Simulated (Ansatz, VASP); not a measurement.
## Ag: VASP beside Ansatz

```
Ag
1.0
     2.98746    0.00000    0.00000
    -1.49373    2.58722    0.00000
     0.00000    0.00000    4.88395
Ag
2
Direct
  0.33333 0.66667 0.25000
  0.66667 0.33333 0.75000
```

Change from the starting cell: volume scaled by 1.06, crystal datasets.

Alike in both runs: task electric field gradients; functional LDA; k mesh 14 × 14 × 8; occupations fermi-dirac, width 0.05 eV; no spin polarisation.

|  | VASP | Ansatz |
| --- | --- | --- |
| version | VASP 6.6.1 | Ansatz 0.2.0 |
| potentials or method | VASP PAW LDA potentials, release 64 (Ag), cutoff 520 eV | all-electron PAW with datasets made for the crystal, scalar-relativistic |

|  | VASP | Ansatz | Ansatz less VASP |
| --- | --- | --- | --- |
| pressure (GPa) | -13.9 | -14.1 | -0.15 |
| traceless stress, the component that is largest in VASP (GPa) | -0.20 | -0.20 | +0.003 |
| size of Vzz on the site where it differs most (V/Å²) | 3.3 | 3.7 | +0.40 |

LDA's correlation is that of Perdew and Zunger in VASP and of Perdew and Wang (1992) in Ansatz. Ansatz ran all-electron here, and VASP with PAW potentials.
